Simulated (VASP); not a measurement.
## MgO (CsCl type): single point with PBE

MgO (CsCl type):

```
CELL_PARAMETERS angstrom
2.59030 0.00000 0.00000
0.00000 2.59030 0.00000
0.00000 0.00000 2.59030
ATOMIC_POSITIONS crystal
Mg 0.00000 0.00000 0.00000
O 0.50000 0.50000 0.50000
```

```
Program             : VASP 6.6.1
Task                : single point
Functional          : PBE
Potentials or basis : VASP PAW PBE potentials, release 64 (Mg, O)
Cutoff              : 520 eV
k mesh              : 14 × 14 × 14
Occupations         : fermi-dirac, width 0.05 eV
Spin                : no spin polarisation
```

| Quantity | Value |
| --- | --- |
| Pressure | 12.2 GPa |
| Band gap on the k mesh | 2.98 eV, indirect (least direct gap 4.05 eV) |

Levels at points of the mesh, in eV from the valence-band top:
```
           k point  band 1  band 2  band 3  band 4  band 5  band 6  band 7  band 8
(0.00, 0.00, 0.00)  -18.86   -1.06   -1.06   -1.06    2.98   10.54   10.54   21.13
(0.50, 0.00, 0.00)  -17.52   -6.81   -0.60   -0.60    7.45    9.97   14.82   17.70
(0.50, 0.50, 0.00)  -16.58   -4.95   -4.95    0.00    5.13   12.72   12.72   13.75
(0.50, 0.50, 0.50)  -15.64   -3.86   -3.86   -3.86    7.70    7.70    7.70   17.22
```

It took 20 s on 1 thread of Intel Xeon 8259CL (shared host), peak memory 0.14 GiB.

A k mesh can miss the band edges.
